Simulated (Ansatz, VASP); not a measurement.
# Two plane-wave programs on As

File INCAR:

```
ALGO = Normal
EDIFF = 1E-7
ENCUT = 520
ISIF = 2
ISMEAR = -1
LASPH = T
LCHARG = F
LREAL = F
LWAVE = F
NBANDS = 14
NELM = 80
PREC = Accurate
SIGMA = 0.1
```

Contents of KPOINTS:

```
k-points
0
Gamma
  9 9 13
```

File POSCAR:

```
As
1.0
    4.8752868536      0.0000000000      0.0000000000
   -2.4376434268      4.2221222659      0.0000000000
    0.0000000000      0.0000000000      2.8373021203
As
3
Direct
    1.0000000000      1.0000000000      0.0000000000
    0.3333333333      0.6666666667      0.5000000000
    0.6666666667      0.3333333333      0.5000000000
```

Input for Ansatz:

```yaml
crystal:
  lattice:
    - [4.8752868536, 0.0, 0.0]
    - [-2.4376434268, 4.2221222659, 0.0]
    - [0.0, 0.0, 2.8373021203]
  atoms:
    - { symbol: As, position: [1.0, 1.0, 0.0] }
    - { symbol: As, position: [0.3333333333, 0.6666666667, 0.5] }
    - { symbol: As, position: [0.6666666667, 0.3333333333, 0.5] }
hamiltonian:
  xc: lda
  pseudopotentials:
    kind: paw
    azcp:
      As: "pseudopotentials/As.paw.azcp"
basis:
  ecutwfc: 420
  fft_grid_basis: typed
kpoints:
  mp_grid: { grid: [9, 9, 13], shift: [0, 0, 0] }
magnetization:
  spin_polarized: false
scf:
  occupations: { method: fermi_dirac, width: 0.1 }
  lower_state_search: "off"
output:
  stress: true
```

Alike in both runs: task single point; functional LDA; k mesh 9 × 9 × 13; occupations fermi-dirac, width 0.1 eV; no spin polarisation.

|  | VASP | Ansatz |
| --- | --- | --- |
| version | VASP 6.6.1 | Ansatz 0.2.0 |
| potentials or method | VASP PAW LDA potentials, release 64 (As), cutoff 520 eV | plane waves (420 eV) with PAW, scalar-relativistic |
| valence electrons in the cell | 15 | 45 |

|  | VASP | Ansatz | Ansatz less VASP |
| --- | --- | --- | --- |
| pressure (GPa) | -5.7 | -5.9 | -0.17 |
| traceless stress, the component that is largest in VASP (GPa) | 0.83 | 0.77 | -0.063 |

Ansatz warns that its potentials were made for another functional, while VASP's fit it. LDA's correlation is that of Perdew and Zunger in VASP and of Perdew and Wang (1992) in Ansatz. VASP's potentials hold 15 valence electrons a cell and Ansatz's 45, so a difference there can come from the potentials and not from the codes.
